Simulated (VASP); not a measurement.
Wanted: the native input for a VASP 6.6.1 run.

- Task: single point
- Functional: PBE
- Potentials or basis: VASP PAW PBE potentials, release 64 (Ge_d, N)
- Cutoff: 520 eV
- k mesh: 12 × 12 × 12
- Occupations: gaussian, width 0.1 eV
- Spin: no spin polarisation
- Dipole correction: no
- Further INCAR settings: ALGO = Normal; EDIFF = 1e-06; NBANDS = 32

The structure of Ge3N lies in POSCAR:

```
Ge3N
1.0
    0.0000000000      3.1433369657      3.1433369657
    3.1433369657      0.0000000000      3.1433369657
    3.1433369657      3.1433369657      0.0000000000
Ge N
3 1
Direct
    0.2500000000      0.2500000000      0.2500000000
    0.7500000000      0.7500000000      0.7500000000
    0.5000000000      0.5000000000      0.5000000000
    0.0000000000      0.0000000000      0.0000000000
```

The cell was built from a structure type or drawn by symmetry, and may not be a known phase.

One way to write it, as run:

INCAR

```
SYSTEM = Ge3N
ALGO = Normal
EDIFF = 1E-6
ENCUT = 520
GGA = PE
ISIF = 2
ISMEAR = 0
LASPH = .TRUE.
LCHARG = .FALSE.
LREAL = .FALSE.
LWAVE = .FALSE.
NBANDS = 32
NELM = 100
PREC = Accurate
SIGMA = 0.1
```

KPOINTS

```
k-points
0
G
  12 12 12
  0 0 0
```

Potentials or basis: VASP PAW PBE potentials, release 64 (Ge_d, N).

Launch:

```sh
$ cat potpaw_PBE.64/Ge_d/POTCAR potpaw_PBE.64/N/POTCAR > POTCAR
$ mpirun -np 1 vasp_std > vasp.out
```

Results of the run:

- Pressure: 0.1 GPa
- Band gap on the k mesh: zero (an odd number of electrons rules out a gap without spin polarisation)

Run time: 3.6 min on 1 thread of Intel Xeon 8259CL (shared host), peak memory 0.27 GiB.
